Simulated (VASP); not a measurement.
A run of VASP 6.6.1 is set up as follows.

File INCAR:

```
SYSTEM = C
ALGO = Normal ; EDIFF = 1E-6
ENCUT = 1300 ; GGA_COMPAT = .False.
ISIF = 2 ; ISMEAR = 0
LASPH = .True. ; LCHARG = .False.
LREAL = .False. ; LWAVE = .False.
NBANDS = 11 ; NELM = 120
PREC = Accurate ; SIGMA = 0.05
```

File KPOINTS:

```
k-points
0
Gamma
  12 12 12
  0 0 0
```

The input POSCAR:

```
C
1.0
    0.0000000000      1.7516377798      1.7943777417
    1.7516377798      0.0000000000      1.7943777417
    1.7516377798      1.7516377798      0.0000000000
C
2
Direct
    0.5000000000      0.5000000000      0.5000000000
    0.7500000000      0.7500000000      0.7500000000
```

Potentials or basis: VASP PAW LDA potentials, release 64 (C_h).

The run is started by

```bash
$ cat potpaw_LDA.64/C_h/POTCAR > POTCAR
$ mpirun -np 1 vasp_std > vasp.out
```

(1) Predict the band gap on the k mesh.

(2) What does it give for the pressure?

## Answers

(1) 3.89 eV (least direct gap 5.41 eV).

(2) 1.0 GPa.

Caveat: the stress differs along the axes, from -15 to 9 GPa.
